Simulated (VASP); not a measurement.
A run of VASP 6.6.1:

The input INCAR:

```
SYSTEM = PtS2
ALGO = Normal
EDIFF = 1E-6
ENCUT = 500
GGA = PS
GGA_COMPAT = .FALSE.
ISIF = 2
ISMEAR = -1
LASPH = .TRUE.
LCHARG = .FALSE.
LREAL = .FALSE.
LWAVE = .FALSE.
NBANDS = 18
NELM = 120
PREC = Accurate
SIGMA = 0.05
```

File KPOINTS:

```
k-points
0
G
  6 6 4
  0 0 0
```

POSCAR

```
PtS2
1.0
    3.5432000000      0.0000000000      0.0000000000
   -1.7716000000      3.0685012100      0.0000000000
    0.0000000000      0.0000000000      5.0388000000
Pt S
1 2
Direct
    0.0000000000      0.0000000000      0.0000000000
    0.3333333328      0.6666666656      0.2270000000
    0.6666666672      0.3333333344      0.7730000000
```

Potentials or basis: VASP PAW PBE potentials, release 64 (Pt, S).

Run with:

```console
$ cat potpaw_PBE.64/Pt/POTCAR potpaw_PBE.64/S/POTCAR > POTCAR
$ mpirun -np 1 vasp_std > vasp.out
```

Hardware: 1 thread of Intel(R) Xeon(R) 6975P-C (Granite Rapids), on a shared host.

How long does it take, and how much memory?

Run time: 10 s on 1 thread of Intel(R) Xeon(R) 6975P-C (Granite Rapids), with other jobs on the host, peak memory 0.18 GiB. Counts: scf iterations 13, k points 24.
